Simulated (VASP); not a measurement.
Set up this calculation in VASP 6.6.1, as the native input.

```yaml
Task: single point
Functional: PBEsol
Potentials_or_basis: VASP PAW PBE potentials, release 64 (Ba_sv, Ti_sv, O)
Cutoff: 520 eV
k_mesh: 7 × 7 × 7
Occupations: fermi-dirac, width 0.05 eV
Spin: no spin polarisation
Dipole_correction: no
Further_INCAR_settings: ALGO = Normal; EDIFF = 1e-07; NBANDS = 28
```

The structure of BaTiO3 lies in POSCAR:

```
BaTiO3
1.0
    2.8276681600      1.6325549700      2.3177316100
   -2.8276681600      1.6325549700      2.3177316100
    0.0000000000     -3.2651099400      2.3177316100
Ba Ti O
1 1 3
Direct
    0.0334731600      0.9884685300      0.0018377600
    0.5061032600      0.5274847800      0.5372321600
    0.4862471500      0.4971470800      0.9711514600
    0.4740898700      0.9864150100      0.4720123700
    0.9787865600      0.4791845900      0.4964662400
```

One way to write it, as run:

INCAR

```
PREC     = Accurate       # precision mode
ENCUT    = 520            # plane-wave cutoff, eV
EDIFF    = 1E-7           # SCF threshold, eV
ISMEAR   = -1             # smearing method
SIGMA    = 0.05           # smearing width, eV
LREAL    = F              # projectors in reciprocal space
LASPH    = T              # aspherical terms in the spheres
NELM     = 80             # most SCF steps
ALGO     = Normal         # electronic algorithm
ISIF     = 2              # what is computed and relaxed
LWAVE    = F              # write WAVECAR
LCHARG   = F              # write CHGCAR
GGA      = PS             # functional
NBANDS   = 28             # bands
```

KPOINTS

```
regular mesh
0
Gamma
  7 7 7
```

Potentials or basis: VASP PAW PBE potentials, release 64 (Ba_sv, Ti_sv, O).

The run is started by

```sh
$ cat potpaw_PBE.64/Ba_sv/POTCAR potpaw_PBE.64/Ti_sv/POTCAR potpaw_PBE.64/O/POTCAR > POTCAR
$ mpirun -np 1 vasp_std > vasp.out
```

Results of the run:

```json
{
  "Pressure": "5.2 GPa",
  "Largest force": "2.232 eV/Å",
  "Band gap on the k mesh": "2.71 eV, indirect (least direct gap 3.26 eV)"
}
```

Caveat: the PAW data sets were made with another functional, which shifts forces and pressure a little; spin-orbit coupling is left out, which moves the levels of the heavy elements.

It took 4.2 min on 1 thread of Intel Xeon 6975P-C, with other jobs on the host, peak memory 0.4 GiB.
